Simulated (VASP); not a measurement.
The system is Mn.

```
Mn
1.0
    -2.24386    2.24386    1.22515
     2.24386   -2.24386    1.22515
     2.24386    2.24386   -1.22515
Mn
2
Direct
  0.00000 0.00000 0.00000
  0.75000 0.25000 0.50000
```

```yaml
Program: VASP 6.6.1
Task: relaxation of cell and atoms
Functional: RPBE
Potentials_or_basis: VASP PAW PBE potentials, release 64 (Mn_pv)
Cutoff: 600 eV
k_mesh: 14 × 14 × 10
Occupations: fermi-dirac, width 0.1 eV
Spin: no spin polarisation
```

At the start: pressure -8.3 GPa; volume 12.34 Å³/atom.

Task: Where does the relaxation end?

Result: Over 11 steps the energy falls by 15.2 meV/atom and the volume is 11.82 Å³/atom (-4.2 %); space group I4_1/amd (No. 141, to 0.1 Å) before and after.

Step by step:
| step | energy change (eV) | largest force (eV/Å) | pressure (GPa) | volume (Å³) |
| --- | --- | --- | --- | --- |
| 1 | 0.0000 | 0.0020 | -8.32 | 24.67 |
| 2 | 0.0147 | 0.0029 | 12.50 | 22.46 |
| 3 | -0.0286 | 0.0025 | 0.02 | 23.64 |
| 4 | -0.0286 | 0.0025 | 0.24 | 23.62 |
| 5 | -0.0299 | 0.0023 | 0.18 | 23.62 |
| 6 | -0.0303 | 0.0021 | 0.24 | 23.62 |
| 7 | -0.0303 | 0.0021 | 0.19 | 23.62 |
| 8 | -0.0303 | 0.0020 | 0.20 | 23.62 |
| 9 | -0.0303 | 0.0021 | 0.18 | 23.62 |
| 10 | -0.0303 | 0.0018 | -0.23 | 23.67 |
| 11 | -0.0303 | 0.0025 | 0.00 | 23.64 |

Final structure:
```
CELL_PARAMETERS angstrom
-2.22534 2.22523 1.19300
2.22523 -2.22534 1.19300
2.22591 2.22591 -1.19320
ATOMIC_POSITIONS crystal
Mn 0.00005 0.99995 0.00000
Mn 0.74995 0.25005 0.50000
```

Caveat: the PAW data sets were made with another functional, which shifts forces and pressure a little; the run has no spin polarisation, though such a crystal can be magnetic.
